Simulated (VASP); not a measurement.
Set up this calculation in VASP 6.6.1, as the native input.

| Property | Result |
| --- | --- |
| Task | single point |
| Functional | PBE |
| Potentials or basis | VASP PAW PBE potentials, release 64 (Cs_sv, Rh_pv, C) |
| Cutoff | 520 eV |
| k mesh | 12 × 12 × 12 |
| Occupations | gaussian, width 0.1 eV |
| Spin | no spin polarisation |
| Dipole correction | no |
| Further INCAR settings | ALGO = Normal; EDIFF = 1e-07; NBANDS = 26 |

The structure of Cs2RhC lies in POSCAR:

```
Cs2RhC
1.0
    6.1220683190      0.0000000000      0.0000000000
   -3.0610341595      5.3018666880      0.0000000000
    0.0000000000      0.0000000000      3.8400522853
Cs Rh C
2 1 1
Direct
    0.3333333333      0.6666666667      0.0000000000
    0.6666666667      0.3333333333      0.0000000000
    0.0000000000      0.0000000000      0.5000000000
    0.0000000000      0.0000000000      0.0000000000
```

The input as run:

INCAR

```
PREC     = Accurate       # precision mode
ENCUT    = 520            # plane-wave cutoff, eV
EDIFF    = 1E-7           # SCF threshold, eV
ISMEAR   = 0              # smearing method
SIGMA    = 0.1            # smearing width, eV
LREAL    = False          # projectors in reciprocal space
LASPH    = True           # aspherical terms in the spheres
NELM     = 100            # most SCF steps
ALGO     = Normal         # electronic algorithm
ISIF     = 2              # what is computed and relaxed
LWAVE    = False          # write WAVECAR
LCHARG   = False          # write CHGCAR
GGA      = PE             # functional
NBANDS   = 26             # bands
```

KPOINTS

```
regular mesh
0
Gamma
  12 12 12
```

Potentials or basis: VASP PAW PBE potentials, release 64 (Cs_sv, Rh_pv, C).

Launch:

```console
$ cat potpaw_PBE.64/Cs_sv/POTCAR potpaw_PBE.64/Rh_pv/POTCAR potpaw_PBE.64/C/POTCAR > POTCAR
$ mpirun -np 1 vasp_std > vasp.out
```

It gave:

- Pressure: 0.1 GPa

Run time: 6.6 min on 1 thread of Intel(R) Xeon(R) Platinum 8259CL CPU @ 2.50GHz (Skylake/Cascade Lake), on a shared host, peak memory 0.55 GiB.
